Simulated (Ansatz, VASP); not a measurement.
**B2N: VASP beside Ansatz**

```
B N
1.0
    -1.15285    1.15285    3.70978
     1.15285   -1.15285    3.70978
     1.15285    1.15285   -3.70978
B N
2 1
Direct
  0.37736 0.37736 0.00000
  0.62264 0.62264 0.00000
  0.00000 0.00000 0.00000
```

Alike in both runs: functional PBE; k mesh 10 × 10 × 10; occupations gaussian, width 0.1 eV; no spin polarisation.

Ansatz relaxed the structure, and its values are those at the end. VASP's run is a single point on that final structure, the one shown.

|  | VASP | Ansatz |
| --- | --- | --- |
| version | VASP 6.6.1 | Ansatz 0.2.0 |
| potentials or method | VASP PAW PBE potentials, release 64 (B, N), cutoff 520 eV | scalar-relativistic, plane waves, PAW |
| valence electrons in the cell | 11 | 11 |

```csv
,VASP,Ansatz,Ansatz less VASP
gap on the k mesh at the Fermi level (eV),none,none,-
pressure (GPa),-0.4,-0.4,+0.08
rms of the force components (eV/Å),0.010,0.006,-0.0041
```

A gap of «none» marks a metal or a gap that the smearing closes. The functional is the same, so the differences come from potentials, cutoffs and numerics.

The k mesh is coarse, so the values compare programs but aren't converged.
